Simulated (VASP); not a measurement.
Write the native input for VASP 6.6.1 that does the following.

| Property | Result |
| --- | --- |
| Task | single point |
| Functional | PBE |
| Potentials or basis | VASP PAW PBE potentials, release 64 (Ga_d, N) |
| Cutoff | 520 eV |
| k mesh | 10 × 10 × 10 |
| Occupations | gaussian, width 0.05 eV |
| Spin | no spin polarisation |
| Dipole correction | no |
| Further INCAR settings | ALGO = Normal; EDIFF = 1e-07; NBANDS = 16 |

The structure of GaN lies in POSCAR:

```
GaN
1.0
    0.0000000000      2.2535006075      2.4506819107
    2.2535006075      0.0000000000      2.4506819107
    2.2535006075      2.2535006075      0.0000000000
Ga N
1 1
Direct
    0.0000000000      0.0000000000      0.0000000000
    0.7500000000      0.7500000000      0.7500000000
```

This cell differs from its parent crystal: strain +0.0875 x Voigt [0, 0, 1, 0, 0, 0].

The input as run:

INCAR

```
SYSTEM = GaN
PREC = Accurate
ENCUT = 520
EDIFF = 1E-7
ISMEAR = 0
SIGMA = 0.05
LREAL = .FALSE.
LASPH = .TRUE.
NELM = 100
ALGO = Normal
ISIF = 2
LWAVE = .FALSE.
LCHARG = .FALSE.
GGA = PE
NBANDS = 16
```

KPOINTS

```
Automatic mesh
0
G
  10 10 10
  0 0 0
```

Potentials or basis: VASP PAW PBE potentials, release 64 (Ga_d, N).

Command:

```console
$ cat potpaw_PBE.64/Ga_d/POTCAR potpaw_PBE.64/N/POTCAR > POTCAR
$ mpirun -np 1 vasp_std > vasp.out
```

Results of the run:

```json
{"Pressure": "-8.7 GPa", "Band gap on the k mesh": "1.00 eV, direct"}
```

Caveat: the cell differs from its parent crystal (strain +0.0875 x Voigt [0, 0, 1, 0, 0, 0]).

It took 26 s on 1 thread of Intel(R) Xeon(R) Platinum 8559C (Emerald Rapids), with other jobs on the host, peak memory 0.17 GiB.
